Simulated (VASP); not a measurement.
GeBiO4:

```
Ge Bi O
1.0
     3.43888    0.00000    0.00000
     0.00000    3.43888    0.00000
     0.00000    0.00000    5.92738
Ge Bi O
1 1 4
Direct
  0.50000 0.50000 0.50000
  0.00000 0.00000 0.00000
  0.50000 0.00000 0.00000
  0.00000 0.50000 0.00000
  0.00000 0.00000 0.27700
  0.00000 0.00000 0.72300
```

| Property | Result |
| --- | --- |
| Program | VASP 6.6.1 |
| Task | relaxation of cell and atoms |
| Functional | PBE |
| Potentials or basis | VASP PAW PBE potentials, release 64 (Ge_d, Bi_d, O) |
| Cutoff | 600 eV |
| k mesh | 6 × 6 × 4 |
| Occupations | gaussian, width 0.1 eV |
| Spin | no spin polarisation |

At the start: pressure 127.3 GPa; volume 11.68 Å³/atom.

Question: How do energy, volume and symmetry change on relaxing?

Answer: Over 16 steps the energy falls by 2296.4 meV/atom and the volume is 17.21 Å³/atom (+47.3 %); space group P4/mmm (No. 123, to 0.05 Å).

The path:
```csv
step,energy change (eV),largest force (eV/Å),pressure (GPa),volume (Å³)
1,0.0000,21.4608,127.31,70.10
2,7.5957,98.9532,-1.17,212.14
3,-12.9283,1.3668,-9.74,131.91
4,-13.0890,1.6374,-8.34,127.32
5,-13.2658,1.4545,-4.03,116.55
6,-12.5976,0.4561,16.90,91.38
7,-13.3195,1.2103,-1.88,113.06
8,-13.6588,0.1893,-0.93,110.38
9,-13.6808,0.6744,-0.51,109.55
10,-13.6810,0.5452,-0.57,109.66
11,-13.7158,0.2005,-0.89,108.54
12,-13.7615,0.4146,-1.21,105.12
13,-13.7748,0.2164,0.38,102.48
14,-13.7751,0.2385,0.19,102.78
15,-13.7783,0.0545,-0.03,103.19
16,-13.7784,0.0159,-0.07,103.26
```

Final structure:
```xyz
6
Lattice="4.0516 0.0000 0.0000 0.0000 4.0516 0.0000 0.0000 0.0000 6.2905" Properties=species:S:1:pos:R:3 pbc="T T T"
Ge    2.0258    2.0258    3.1453
Bi    0.0000    0.0000    0.0000
O     2.0258    0.0000    0.0000
O     0.0000    2.0258    0.0000
O     0.0000    0.0000    2.3901
O     0.0000    0.0000    3.9004
```

Caveat: the volume moved by over 15 % at a fixed basis, so the end points are rough; an odd number of electrons without spin polarisation forces a metal; a magnetic or distorted state may lie lower.
